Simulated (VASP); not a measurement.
Here is a VASP 6.6.1 calculation.

INCAR

```
  ALGO = Normal
  EDIFF = 1E-6
  ENCUT = 520
  GGA = PE
  ISIF = 2
  ISMEAR = 0
  LASPH = True
  LCHARG = False
  LREAL = False
  LWAVE = False
  NBANDS = 22
  NELM = 60
  PREC = Accurate
  SIGMA = 0.1
```

The input KPOINTS:

```
k-points
0
Gamma
  6 6 6
```

File POSCAR:

```
CuBiH3
1.0
    3.8827152558      0.0000000000      0.0000000000
    0.0000000000      3.8827152558      0.0000000000
    0.0000000000      0.0000000000      3.8827152558
Cu Bi H
1 1 3
Direct
    0.0000000000      0.0000000000      0.0000000000
    0.5000000000      0.5000000000      0.5000000000
    0.0000000000      0.5000000000      0.5000000000
    0.5000000000      0.0000000000      0.5000000000
    0.5000000000      0.5000000000      0.0000000000
```

Potentials or basis: VASP PAW PBE potentials, release 64 (Cu, Bi_d, H).

Run with:

```sh
$ cat potpaw_PBE.64/Cu/POTCAR potpaw_PBE.64/Bi_d/POTCAR potpaw_PBE.64/H/POTCAR > POTCAR
$ mpirun -np 1 vasp_std > vasp.out
```

Estimate the pressure.

12.9 GPa.
